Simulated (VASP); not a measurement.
Wanted: the native input for a VASP 6.6.1 run.

| Quantity | Value |
| --- | --- |
| Task | band structure |
| Functional | TB-mBJ |
| Potentials or basis | VASP PAW PBE potentials, release 64 (Ti_sv, O) |
| Cutoff | 520 eV |
| k mesh | 10 × 10 × 10 |
| Occupations | gaussian, width 0.03 eV |
| Spin | no spin polarisation |
| Further INCAR settings | ALGO = Normal; EDIFF = 1e-06; NBANDS = 33 |

The system is TiO2.

```
Ti O
1.0
    -1.88605    1.88605    4.77950
     1.88605   -1.88605    4.77950
     1.88605    1.88605   -4.77950
Ti O
2 4
Cartesian
  0.0000 0.0000 0.0000
  0.0000 1.8860 2.3897
  0.0000 0.0000 1.9841
  0.0000 1.8860 4.3738
  0.0000 1.8860 0.4057
  0.0000 0.0000 7.5749
```

The input as run:

POSCAR

```
TiO2                                    
1.0
   -1.8860493893      1.8860493893      4.7794972993
    1.8860493893     -1.8860493893      4.7794972993
    1.8860493893      1.8860493893     -4.7794972993
  Ti              O             
     2     4
Direct
     0.0000000000000000    0.0000000000000000    0.0000000000000000
     0.7500000000000000    0.2500000000000000    0.5000000000000000
     0.2075587146242199    0.2075587146242199    0.0000000000000000
     0.9575587146242199    0.4575587146242199    0.5000000000000000
     0.5424412853757801    0.0424412853757801    0.5000000000000000
     0.7924412853757801    0.7924412853757801    0.0000000000000000
```

INCAR.step1

```
PREC = Accurate
ENCUT = 520
EDIFF = 1E-5
ISMEAR = 0
SIGMA = 0.03
LREAL = F
LASPH = T
NELM = 80
ALGO = Normal
ISIF = 2
LWAVE = T
LCHARG = F
LMAXMIX = 4
NBANDS = 33
KPAR = 2
GGA = PE
```

INCAR.step2

```
PREC = Accurate
ENCUT = 520
EDIFF = 1E-6
ISMEAR = 0
SIGMA = 0.03
LREAL = F
LASPH = T
NELM = 80
ALGO = Normal
ISIF = 2
LWAVE = F
LCHARG = F
LMAXMIX = 4
METAGGA = MBJ
NBANDS = 33
KPAR = 2
ISTART = 1
```

KPOINTS

```
Automatic mesh
0
Gamma
  10 10 10
```

KPOINTS_OPT

```
explicit points
188
Reciprocal
 0.0000000000  0.0000000000  0.0000000000 1
-0.0555555556  0.0555555556  0.0000000000 1
-0.1111111111  0.1111111111  0.0000000000 1
-0.1666666667  0.1666666667  0.0000000000 1
-0.2222222222  0.2222222222  0.0000000000 1
-0.2777777778  0.2777777778  0.0000000000 1
[... 180 lines left out ...]
 0.0265001700  0.0265001700  0.4734998300 1
-0.0265001700 -0.0265001700  0.5265001700 1
```

Potentials or basis: VASP PAW PBE potentials, release 64 (Ti_sv, O).

Command:

```sh
$ cat potpaw_PBE.64/Ti_sv/POTCAR potpaw_PBE.64/O/POTCAR > POTCAR
$ cp INCAR.step1 INCAR
$ mpirun -np 2 vasp_std > vasp.out
$ cp INCAR.step2 INCAR
$ mpirun -np 2 vasp_std > vasp.out
```

It gave:

| Quantity | Value |
| --- | --- |
| Band gap on the k mesh | 3.17 eV (least direct gap 3.50 eV) |
| Band gap along the path | 3.15 eV (least direct gap 3.50 eV) |

It took 14 min on 2 MPI ranks on Intel(R) Xeon(R) 6975P-C (Granite Rapids), with other jobs on the host, peak memory 0.49 GiB a rank.
